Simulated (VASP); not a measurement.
# BAs (F-43m) in VASP: vibrations by perturbation theory with PBE

Aim: the vibrations by perturbation theory of BAs with PBE.

All numbers are computed with VASP 6.6.1; they aren't measurements. Logs are shortened: lines on timing, memory, paths and dates and some standing lists are left out, and cuts for length are marked.

**1. The cell of the first run**

Symmetry: F-43m, No. 216, cubic system. Conventional cell: a = 4.626 Å, b = 4.626 Å, c = 4.626 Å, α = 90.00°, β = 90.00°, γ = 90.00°. B (site symmetry -43m) has 4 As at 2.00 Å within 2.7 Å. As (site symmetry -43m) has 4 B at 2.00 Å within 2.7 Å.

**2. Vibrations by perturbation theory, PBE**

INCAR

```
SYSTEM = BAs
  ALGO = Normal
  EDIFF = 1E-8
  ENCUT = 500
  GGA = PE
  GGA_COMPAT = .False.
  IBRION = 8
  ISIF = 2
  ISMEAR = 0
  LASPH = .True.
  LCHARG = .True.
  LEPSILON = .True.
  LREAL = .False.
  LWAVE = .False.
  NELM = 120
  NSW = 1
  PREC = Accurate
  SIGMA = 0.01
```

KPOINTS

```
k-points
0
Gamma
  10 10 10
  0 0 0
```

POSCAR

```
BAs
1.0
    0.0000000000      2.3131468653      2.3131468653
    2.3131468653      0.0000000000      2.3131468653
    2.3131468653      2.3131468653      0.0000000000
B As
1 1
Direct
    0.0000000000      0.0000000000      0.0000000000
    0.2500000000      0.2500000000      0.2500000000
```

Potentials or basis: VASP PAW PBE potentials, release 64 (B, As).

Command:

```sh
$ cat potpaw_PBE.64/B/POTCAR potpaw_PBE.64/As/POTCAR > POTCAR
$ mpirun -np 1 vasp_std > vasp.out
```

OUTCAR:

```text
SYSTEM = BAs
   EDIFF = 1E-8
   ENCUT = 500
   GGA = PE
   IBRION = 8
   ISIF = 2
   ISMEAR = 0
   LASPH = .True.
   LEPSILON = .True.
   LREAL = .False.
   NELM = 120
   NSW = 1
   PREC = Accurate

 ion  position               nearest neighbor table
   1  0.000  0.000  0.000-   2 2.00   2 2.00   2 2.00   2 2.00
   2  0.250  0.250  0.250-   1 2.00   1 2.00   1 2.00   1 2.00

  LATTYP: Found a face centered cubic cell.
 ALAT       =     4.6262937306

  Lattice vectors:

 A1 = (   0.0000000000,   2.3131468653,   2.3131468653)
 A2 = (   2.3131468653,   0.0000000000,   2.3131468653)
 A3 = (   2.3131468653,   2.3131468653,   0.0000000000)

Analysis of symmetry for initial positions (statically):
=====================================================================
 Subroutine PRICEL returns:
 Original cell was already a primitive cell.

 Routine SETGRP: Setting up the symmetry group for a
 face centered cubic supercell.

 Subroutine GETGRP returns: Found 24 space group operations
 (whereof 24 operations were pure point group operations)
 out of a pool of 48 trial point group operations.

The static configuration has the point symmetry T_d .

Analysis of symmetry for dynamics (positions and initial velocities):
=====================================================================
 Subroutine PRICEL returns:
 Original cell was already a primitive cell.

 Routine SETGRP: Setting up the symmetry group for a
 face centered cubic supercell.

 Subroutine GETGRP returns: Found 24 space group operations
 (whereof 24 operations were pure point group operations)
 out of a pool of 48 trial point group operations.

The dynamic configuration has the point symmetry T_d .

 Subroutine INISYM returns: Found 24 space group operations
 (whereof 24 operations are pure point group operations),
 and found     1 'primitive' translations

[... 496 lines left out ...]
     0.00000-11.70434 -0.00076

 MACROSCOPIC STATIC DIELECTRIC TENSOR (including local field effects in DFT)
 ------------------------------------------------------
           9.537304    -0.000000    -0.000000
           0.000000     9.537304    -0.000000
           0.000000     0.000000     9.537304
 ------------------------------------------------------

 PIEZOELECTRIC TENSOR (including local field effects)  for field in x, y, z        (e  Angst)
          XX          YY          ZZ          XY          YZ          ZX
  --------------------------------------------------------------------------------
  x     0.00000     0.00000     0.00000     0.00000     0.35071     0.00000
  y    -0.00000    -0.00000    -0.00000     0.00000     0.00000     0.35071
  z     0.00000     0.00000     0.00000     0.35071     0.00000     0.00000

 PIEZOELECTRIC TENSOR (including local field effects)  for field in x, y, z        (C/m^2)
          XX          YY          ZZ          XY          YZ          ZX
  --------------------------------------------------------------------------------
  x     0.00000     0.00000     0.00000     0.00000     0.22700     0.00000
  y    -0.00000    -0.00000    -0.00000     0.00000     0.00000     0.22700
  z     0.00000     0.00000     0.00000     0.22700     0.00000     0.00000

 BORN EFFECTIVE CHARGES (including local field effects) (in |e|, cummulative output)
 ---------------------------------------------------------------------------------
 ion    1
    1    -0.81781     0.00000     0.00000
    2    -0.00000    -0.81781    -0.00000
    3     0.00000     0.00000    -0.81781
 ion    2
    1     0.81781     0.00000     0.00000
    2     0.00000     0.81781     0.00000
    3     0.00000     0.00000     0.81781

 INTERNAL STRAIN TENSOR FOR ION    2 for displacements in x,y,z  (eV/Angst):
          X           Y           Z          XY          YZ          ZX
  --------------------------------------------------------------------------------
  x     0.00000     0.00000     0.00000     0.00000   -11.70434     0.00000
  y     0.00000     0.00000     0.00000     0.00000     0.00000   -11.70434
  z     0.00000     0.00000     0.00000   -11.70434     0.00000     0.00000

 SECOND DERIVATIVES (NOT SYMMETRIZED)
 ------------------------------------
               1X          1Y          1Z          2X          2Y          2Z
  1X   -20.386791    0.000000    0.000000   20.386791    0.000000    0.000000
  1Y     0.000000  -20.386791    0.000000    0.000000   20.386791    0.000000
  1Z     0.000000    0.000000  -20.386791    0.000000    0.000000   20.386791
  2X    20.385782    0.000000    0.000000  -20.385782    0.000000    0.000000
  2Y     0.000000   20.385782    0.000000    0.000000  -20.385782    0.000000
  2Z     0.000000    0.000000   20.385782    0.000000    0.000000  -20.385782

 Eigenvectors and eigenvalues of the dynamical matrix
 ----------------------------------------------------

   1 f  =   22.964670 THz   144.291275 2PiTHz  766.018925 cm-1    94.974200 meV
             X         Y         Z           dx          dy          dz
      0.000000  0.000000  0.000000     0.448227    0.810922   -0.124106
      1.156573  1.156573  1.156573    -0.170261   -0.308033    0.047142
[... 21 lines left out ...]
   6 f/i=    0.000189 THz     0.001185 2PiTHz    0.006294 cm-1     0.000780 meV
             X         Y         Z           dx          dy          dz
      0.000000  0.000000  0.000000     0.145138    0.306602    0.105002
      1.156573  1.156573  1.156573     0.382088    0.807156    0.276427

--------------------------------------------------------------------------------------------------------

 MACROSCOPIC STATIC DIELECTRIC TENSOR IONIC CONTRIBUTION
 ------------------------------------------------------
           0.239826     0.000000     0.000000
           0.000000     0.239826     0.000000
           0.000000     0.000000     0.239826
 ------------------------------------------------------

 ELASTIC MODULI CONTR FROM IONIC RELAXATION (kBar)
 Direction    XX          YY          ZZ          XY          YZ          ZX
 --------------------------------------------------------------------------------
 XX          -0.0000     -0.0000     -0.0000      0.0000      0.0000     -0.0000
 YY          -0.0000     -0.0000     -0.0000      0.0000      0.0000      0.0000
 ZZ          -0.0000     -0.0000     -0.0000      0.0000      0.0000     -0.0000
 XY           0.0000      0.0000      0.0000   -449.4442      0.0000      0.0000
 YZ           0.0000      0.0000      0.0000      0.0000   -449.4442      0.0000
 ZX          -0.0000      0.0000     -0.0000      0.0000      0.0000   -449.4442
 --------------------------------------------------------------------------------

 PIEZOELECTRIC TENSOR IONIC CONTR  for field in x, y, z        (C/m^2)
          XX          YY          ZZ          XY          YZ          ZX
  --------------------------------------------------------------------------------
  x     0.00000     0.00000     0.00000     0.00000    -0.30893     0.00000
  y    -0.00000     0.00000    -0.00000    -0.00000    -0.00000    -0.30893
  z     0.00000     0.00000     0.00000    -0.30893     0.00000     0.00000
```

Run time: 3.1 min. Hardware: 1 thread of Intel Xeon Platinum 8175M at 2.50GHz (Skylake/Cascade Lake), shared host; peak memory 0.22 GiB.

Results:

| Property | Result |
| --- | --- |
| Electronic dielectric tensor (diagonal) | 9.54 |
| Born charges (mean of the diagonal) | B -0.82; As +0.82 e |
| Highest phonon frequency at Γ, LO-TO splitting left out | 766 cm⁻¹ |

Phonon frequencies in cm⁻¹ (negative: imaginary):
| q point | frequencies |
| --- | --- |
| (0.000, 0.000, 0.000) | 0 0 0 766 766 766 |

Electronic dielectric tensor:
```
9.54 0.00 0.00
0.00 9.54 0.00
0.00 0.00 9.54
```

Born effective charge tensors (e):
atom 1, B
```
-0.82  0.00  0.00
 0.00 -0.82  0.00
 0.00  0.00 -0.82
```
atom 2, As
```
0.82 0.00 0.00
0.00 0.82 0.00
0.00 0.00 0.82
```

Caveat: the cell stands under pressure or tension, which shifts response properties.
